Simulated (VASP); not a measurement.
# SiC (P6_3mc) in VASP: settings compared

SiC is run at these levels: r2SCAN, HSE06; tasks: relaxation of cell and atoms, single point.

All numbers are computed with VASP 6.6.1; they aren't measurements. Logs are shortened: lines on timing, memory, paths and dates and some standing lists are left out, and cuts for length are marked.

### Step 1. The cell of the first run

The structure is hexagonal, space group P6_3mc (No. 186). The conventional cell has a = 3.076 Å, b = 3.076 Å, c = 5.048 Å, α = 90.00°, β = 90.00°, γ = 120.00°. Within 2.5 Å of Si (site symmetry 3m) lie 4 C at 1.87 to 1.94 Å. C (site symmetry 3m) has 4 Si at 1.87 to 1.94 Å within 2.5 Å.

### Step 2. Relaxation of cell and atoms, r2SCAN

Input file POSCAR:

```
SiC
1.0
    3.0760000000      0.0000000000      0.0000000000
   -1.5380000000      2.6638941400      0.0000000000
    0.0000000000      0.0000000000      5.0480000000
Si C
2 2
Direct
    0.3333333300      0.6666666700      0.0000000000
    0.6666666700      0.3333333300      0.5000000000
    0.3333333300      0.6666666700      0.3850000000
    0.6666666700      0.3333333300      0.8850000000
```

Input file INCAR.step1:

```
SYSTEM = SiC
ALGO = Normal
EDIFF = 1E-4
ENCUT = 600
GGA = PE
ISMEAR = -1
LASPH = .True.
LCHARG = .False.
LREAL = .False.
LWAVE = .True.
NELM = 60
PREC = Accurate
SIGMA = 0.02
```

Input file INCAR.step2:

```
SYSTEM = SiC
ALGO = Normal
EDIFF = 1E-7
EDIFFG = -0.01
ENCUT = 600
IBRION = 2
ISIF = 3
ISMEAR = -1
ISTART = 1
LASPH = .True.
LCHARG = .False.
LMIXTAU = .True.
LREAL = .False.
LWAVE = .False.
METAGGA = R2SCAN
NELM = 60
NSW = 80
PREC = Accurate
SIGMA = 0.02
```

Input file KPOINTS:

```
k-points
0
Gamma
  12 12 6
  0 0 0
```

Potentials or basis: VASP PAW PBE potentials, release 64 (Si, C).

Command:

```console
$ cat potpaw_PBE.64/Si/POTCAR potpaw_PBE.64/C/POTCAR > POTCAR
$ cp INCAR.step1 INCAR
$ mpirun -np 1 vasp_std > vasp.out
$ cp INCAR.step2 INCAR
$ mpirun -np 1 vasp_std > vasp.out
```

OUTCAR:

```text
SYSTEM = SiC
   EDIFF = 1E-7
   EDIFFG = -0.01
   ENCUT = 600
   IBRION = 2
   ISIF = 3
   ISMEAR = -1
   ISTART = 1
   LASPH = .True.
   LREAL = .False.
   METAGGA = R2SCAN
   NELM = 60
   NSW = 80
   PREC = Accurate

 ion  position               nearest neighbor table
   1  0.333  0.667  0.000-   4 1.87   4 1.87   4 1.87   3 1.94   2 3.09   2 3.09   2 3.09   2 3.09
                             2 3.09   2 3.09
   2  0.667  0.333  0.500-   3 1.87   3 1.87   3 1.87   4 1.94   1 3.09   1 3.09   1 3.09   1 3.09
                             1 3.09   1 3.09
   3  0.333  0.667  0.385-   2 1.87   2 1.87   2 1.87   1 1.94
   4  0.667  0.333  0.885-   1 1.87   1 1.87   1 1.87   2 1.94

  LATTYP: Found a hexagonal cell.
 ALAT       =     3.0760000000
 C/A-ratio  =     1.6410923277

  Lattice vectors:

 A1 = (   3.0760000000,   0.0000000000,   0.0000000000)
 A2 = (  -1.5380000000,   2.6638941400,   0.0000000000)
 A3 = (   0.0000000000,   0.0000000000,   5.0480000000)

Analysis of symmetry for initial positions (statically):
=====================================================================
 Subroutine PRICEL returns:
 Original cell was already a primitive cell.

 Routine SETGRP: Setting up the symmetry group for a
 hexagonal supercell.

 Subroutine GETGRP returns: Found 12 space group operations
 (whereof  6 operations were pure point group operations)
 out of a pool of 24 trial point group operations.

The static configuration has the point symmetry C_3v.
 The point group associated with its full space group is C_6v.

Analysis of symmetry for dynamics (positions and initial velocities):
=====================================================================
 Subroutine PRICEL returns:
 Original cell was already a primitive cell.

 Routine SETGRP: Setting up the symmetry group for a
 hexagonal supercell.

 Subroutine GETGRP returns: Found 12 space group operations
 (whereof  6 operations were pure point group operations)
 out of a pool of 24 trial point group operations.

The dynamic configuration has the point symmetry C_3v.
 The point group associated with its full space group is C_6v.

 Subroutine INISYM returns: Found 12 space group operations
 (whereof  6 operations are pure point group operations),
 and found     1 'primitive' translations

----------------------------------------------------------------------------------------

                                     Primitive cell

  volume of cell :      41.3640

  direct lattice vectors                    reciprocal lattice vectors
     3.076000000  0.000000000  0.000000000     0.325097529  0.187695146  0.000000000
    -1.538000000  2.663894140  0.000000000     0.000000000  0.375390292  0.000000000
     0.000000000  0.000000000  5.048000000     0.000000000  0.000000000  0.198098257

  length of vectors
     3.076000000  3.075999998  5.048000000     0.375390292  0.375390292  0.198098257

  position of ions in fractional coordinates (direct lattice)
     0.333333330  0.666666670  0.000000000
     0.666666670  0.333333330  0.500000000
     0.333333330  0.666666670  0.385000000
     0.666666670  0.333333330  0.885000000

  ion indices of the primitive-cell ions
   primitive index   ion index
                 1           1
                 2           2
                 3           3
                 4           4

----------------------------------------------------------------------------------------

 KPOINTS: k-points

Automatic generation of k-mesh.
 Grid dimensions read from file:
 generate k-points for:   12   12    6

 Generating k-lattice:

  Cartesian coordinates                     Fractional coordinates (reciprocal lattice)
     0.027091461  0.015641262  0.000000000     0.083333333  0.000000000  0.000000000
     0.000000000  0.031282524  0.000000000     0.000000000  0.083333333  0.000000000
     0.000000000  0.000000000  0.033016376     0.000000000  0.000000000  0.166666667

  Length of vectors
     0.031282524  0.031282524  0.033016376

  Shift w.r.t. Gamma in fractional coordinates (k-lattice)
     0.000000000  0.000000000  0.000000000

 Subroutine IBZKPT returns following result:
 ===========================================

 Found     76 irreducible k-points:

 Following reciprocal coordinates:
            Coordinates               Weight
  0.000000  0.000000  0.000000      1.000000
  0.083333 -0.000000  0.000000      6.000000
  0.166667 -0.000000  0.000000      6.000000
  0.250000  0.000000  0.000000      6.000000
  0.333333  0.000000  0.000000      6.000000
  0.416667 -0.000000  0.000000      6.000000
[... 16 lines left out ...]
  0.250000  0.000000  0.166667     12.000000
  0.333333  0.000000  0.166667     12.000000
 [... further k-points ...]
   k-points           NKPTS =     76   k-points in BZ     NKDIM =     76   number of bands    NBANDS=     12
   number of dos      NEDOS =    301   number of ions     NIONS =      4
   total plane-waves  NPLWV =  31360
   dimension x,y,z NGX =    28 NGY =   28 NGZ =   40
   dimension x,y,z NGXF=    56 NGYF=   56 NGZF=   80
   ions per type =               2   2
   NGX,Y,Z   is equivalent  to a cutoff of  15.13, 15.13, 13.17 a.u.
   NGXF,Y,Z  is equivalent  to a cutoff of  30.27, 30.27, 26.35 a.u.
 SYSTEM =  SiC
   PREC   = accura    normal or accurate (medium, high low for compatibility)
   ISTART =      1    job   : 0-new  1-cont  2-samecut
   ICHARG =      0    charge: 1-file 2-atom 10-const
   ISPIN  =      1    spin polarized calculation?
   LNONCOLLINEAR =      F non collinear calculations
   LSORBIT =      F    spin-orbit coupling
   LASPH  =      T    aspherical Exc in radial PAW
   ENCUT  =  600.0 eV  44.10 Ry    6.64 a.u.   6.14  6.14 10.08*2*pi/ulx,y,z
   NELM   =     60;   NELMIN=  2; NELMDL=  0     # of ELM steps
   EDIFF  = 0.1E-06   stopping-criterion for ELM
   LREAL  =      F    real-space projection
   EDIFFG = -.1E-01   stopping-criterion for IOM
   NSW    =     80    number of steps for IOM
   IBRION =      2    ionic relax: 0-MD 1-quasi-New 2-CG
   NFREE  =      1    steps in history (QN), initial steepest desc. (CG)
   ISIF   =      3    stress and relaxation
   ISYM   =      2    0-nonsym 1-usesym 2-fastsym
   POTIM  = 0.5000    time-step for ionic-motion
   TEBEG  =    0.0;   TEEND  =   0.0 temperature during run
   PSTRESS=    0.0 pullay stress
   NELECT =      16.0000    total number of electrons
   NUPDOWN=      -1.0000    fix difference up-down
   EMIN   =  10.00;   EMAX   =-10.00  energy-range for DOS
   EFERMI =   0.00;   METHOD = LEGACY
   ISMEAR =    -1;   SIGMA  =   0.02  broadening in eV -4-tet -1-fermi 0-gaus
   EFERMI_NEDOS =   21; number of points for ismear=-14 and -15
   IALGO  =     38    algorithm
   IMIX   =      4    mixing-type and parameters
     AMIX     =   0.40;   BMIX     =  1.00
     AMIX_MAG =   1.60;   BMIX_MAG =  1.00
  volume/ion in A,a.u.               =      10.34        69.78
  Fermi-wavevector in a.u.,A,eV,Ry     =   1.192817  2.254098 19.358549  1.422813
  Thomas-Fermi vector in A             =   2.328847
   LORBIT       =      0    0 simple, 1 ext, 2 COOP (PROOUT), +10 PAW based schemes
   METAGGA = R2SCAN    functional components
   LHFCALC =     F    Hartree Fock is set to
   AEXX    =    0.0000 exact exchange contribution
   IVDW    =     0    specifies the selected vdW correction
   LEPSILON=     F    determine dielectric tensor
   LRPA    =     F    only Hartree local field effects (RPA)
 conjugate gradient relaxation of ions
 non-spin polarized calculation
  energy-cutoff  :      600.00
  volume of cell :       41.36
 maximum number of plane-waves:      1404
 NGX is ok and might be reduce to    28
   NGX = 13   NGY = 13   NGZ = 21

--------------------------------------- Ionic step        1  -------------------------------------------

 number of electron      16.0000001 magnetization

 Free energy of the ion-electron system (eV)
  ---------------------------------------------------
  ext. energy  EPLUGINS =         0.00000000
  ---------------------------------------------------
  free energy    TOTEN  =       -38.60493262 eV

  energy without entropy =      -38.60493262  energy(sigma->0) =      -38.60493262

------------------------ aborting loop because EDIFF is reached ----------------------------------------

  FORCE on cell =-STRESS in cart. coord.  units (eV):
  Direction    XX          YY          ZZ          XY          YZ          ZX
  --------------------------------------------------------------------------------------
  -------------------------------------------------------------------------------------
  Total        0.3070429      0.3070429     -0.7466932      0.0000000      0.0000000      0.0000000
  in kB       11.8928773     11.8928773    -28.9221219      0.0000000      0.0000000      0.0000000
  external PRESSURE =      -1.7121224 kB  Pullay stress =       0.0000000 kB
[... 213 lines left out ...]
  energy  without entropy=      -38.6419613839  energy(sigma->0) =      -38.64196138

--------------------------------------- Ionic step        7  -------------------------------------------

 number of electron      16.0000000 magnetization

 Free energy of the ion-electron system (eV)
  ---------------------------------------------------
  ext. energy  EPLUGINS =         0.00000000
  ---------------------------------------------------
  free energy    TOTEN  =       -38.64197169 eV

  energy without entropy =      -38.64197169  energy(sigma->0) =      -38.64197169

 E-fermi :   8.6005     XC(G=0): -11.9358

 val. band max:        8.1622812821   @ k =   0.0000   0.0000   0.0000
 cond. band min:      10.8194691735   @ k =   0.3333   0.3333   0.0000
 fundamental gap:      2.6571878914
 Fermi energy:         8.6004615393

 k-point     1 :       0.0000    0.0000    0.0000
  band No.  band energies     occupation
      1      -8.2047      2.00000
      2      -4.5722      2.00000
      3      -0.8385      2.00000
      4       6.7765      2.00000
      5       6.7765      2.00000
      6       8.0486      2.00000
      7       8.1623      2.00000
      8       8.1623      2.00000
      9      13.5569      0.00000
     10      14.9545      0.00000
     11      15.3643      0.00000
     12      15.3643      0.00000
[... 331 lines left out ...]
 k-point    24 :       0.3333    0.0000    0.1667
  band No.  band energies     occupation
      1      -6.1630      2.00000
      2      -3.5816      2.00000
      3       0.5636      2.00000
      4       2.3244      2.00000
      5       3.1731      2.00000
      6       5.1766      2.00000
      7       6.4980      2.00000
      8       7.0033      2.00000
      9      12.0213      0.00000
     10      13.1309      0.00000
     11      15.5887      0.00000
     12      16.5741      0.00000

 [... further k-points ...]

------------------------ aborting loop because EDIFF is reached ----------------------------------------

  FORCE on cell =-STRESS in cart. coord.  units (eV):
  Direction    XX          YY          ZZ          XY          YZ          ZX
  --------------------------------------------------------------------------------------
  -------------------------------------------------------------------------------------
  Total        0.0007865      0.0007865     -0.0011833      0.0000000      0.0000000      0.0000000
  in kB        0.0305249      0.0305249     -0.0459226      0.0000000      0.0000000      0.0000000
  external PRESSURE =       0.0050424 kB  Pullay stress =       0.0000000 kB
[... 19 lines left out ...]
  FREE ENERGIE OF THE ION-ELECTRON SYSTEM (eV)
  ---------------------------------------------------
  free  energy   TOTEN  =       -38.6419716878 eV

  energy  without entropy=      -38.6419716878  energy(sigma->0) =      -38.64197169

 reached required accuracy - stopping structural energy minimisation
```

Wall time 8.8 min (1 thread of Intel Xeon Platinum 8488C (Sapphire Rapids), shared host); peak memory 0.19 GiB.

Results:

```yaml
Free_energy: -38.6420 eV
Relaxed_volume: 10.32 Å³/atom
Relaxed_cell: a = 3.074 Å, b = 3.074 Å, c = 5.046 Å, α = 90.00°, β = 90.00°, γ = 120.00°
Space_group_after_relaxing_to_0.1_Å: P6_3mc (No. 186)
Energy_gained_by_relaxing: 9.3 meV/atom
Ionic_steps: 7
Pressure_after_relaxing: 0.0 GPa
Band_gap_on_the_k_mesh: 2.66 eV (least direct gap 4.49 eV)
```

The path:
```csv
step,energy change (eV),largest force (eV/Å),pressure (GPa),volume (Å³)
1,0.0000,0.7709,-0.17,41.36
2,-0.0060,0.6965,0.16,41.30
3,-0.0345,0.0556,-0.26,41.33
4,-0.0368,0.0161,0.30,41.23
5,-0.0370,0.0013,0.16,41.25
6,-0.0370,0.0005,-0.13,41.31
7,-0.0370,0.0003,0.00,41.28
```

Final structure:
```
CELL_PARAMETERS angstrom
3.07370 0.00000 0.00000
-1.53685 2.66190 0.00000
0.00000 0.00000 5.04571
ATOMIC_POSITIONS crystal
Si 0.33333 0.66667 0.00460
Si 0.66667 0.33333 0.50460
C 0.33333 0.66667 0.38040
C 0.66667 0.33333 0.88040
```

Caveat: the PAW data sets were made with another functional, which shifts forces and pressure a little.

### Step 3. Single point, HSE06

Input file POSCAR:

```
SiC
1.0
    3.0755120100      0.0000000000      0.0000000000
   -1.5377560000      2.6634715300      0.0000000000
    0.0000000000      0.0000000000      5.0486207000
Si C
2 2
Direct
    0.3333333300      0.6666666700      0.0046022700
    0.6666666700      0.3333333300      0.5046022700
    0.3333333300      0.6666666700      0.3803977300
    0.6666666700      0.3333333300      0.8803977300
```

Input file INCAR.step1:

```
SYSTEM = SiC
ALGO = Normal
EDIFF = 1E-5
ENCUT = 520
GGA = PE
ISIF = 2
ISMEAR = -1
LASPH = .True.
LCHARG = .False.
LREAL = .False.
LWAVE = .True.
NBANDS = 16
NELM = 100
PREC = Accurate
SIGMA = 0.02
```

Input file INCAR.step2:

```
SYSTEM = SiC
ALGO = Normal
EDIFF = 1E-6
ENCUT = 520
GGA = PE
HFSCREEN = 0.2079
ISIF = 2
ISMEAR = -1
ISTART = 1
LASPH = .True.
LCHARG = .False.
LHFCALC = .True.
LREAL = .False.
LWAVE = .False.
NBANDS = 16
NELM = 100
PREC = Accurate
PRECFOCK = Normal
SIGMA = 0.02
```

Input file KPOINTS:

```
k-points
0
Gamma
  6 6 4
  0 0 0
```

Potentials or basis: VASP PAW PBE potentials, release 64 (Si, C).

Command:

```console
$ cat potpaw_PBE.64/Si/POTCAR potpaw_PBE.64/C/POTCAR > POTCAR
$ cp INCAR.step1 INCAR
$ mpirun -np 1 vasp_std > vasp.out
$ cp INCAR.step2 INCAR
$ mpirun -np 1 vasp_std > vasp.out
```

It took 17 min on 1 thread of Intel Xeon Platinum 8488C (Sapphire Rapids), shared host; peak memory 0.26 GiB.

The run converged. Its results:

- Free energy: -34.8301 eV
- Pressure: -1.6 GPa
- Largest force: 0.020 eV/Å
- Band gap on the k mesh: 3.16 eV (least direct gap 5.06 eV)

Forces on the atoms (eV/Å):
```
Si   0.000  0.000 -0.020
Si   0.000  0.000 -0.020
C    0.000  0.000  0.020
C    0.000  0.000  0.020
```

Stress tensor (GPa, compression positive):
```
-1.45  0.00  0.00
 0.00 -1.45  0.00
 0.00  0.00 -1.91
```

Levels at points of the mesh, in eV from the valence-band top:
```tsv
k point	band 5	band 6	band 7	band 8	band 9	band 10	band 11	band 12
(0.00, 0.00, 0.00)	-1.46	-0.12	0.00	0.00	5.97	7.48	7.89	7.89
(0.50, 0.00, 0.00)	-5.94	-3.66	-3.52	-1.33	3.74	5.25	8.12	8.36
(0.00, 0.00, 0.50)	-0.79	-0.79	-0.79	-0.79	7.12	7.12	8.62	8.62
(0.50, 0.00, 0.50)	-2.69	-2.69	-2.55	-2.55	4.27	4.27	6.37	6.37
```

Caveat: the PAW data sets were made with another functional, which shifts forces and pressure a little.
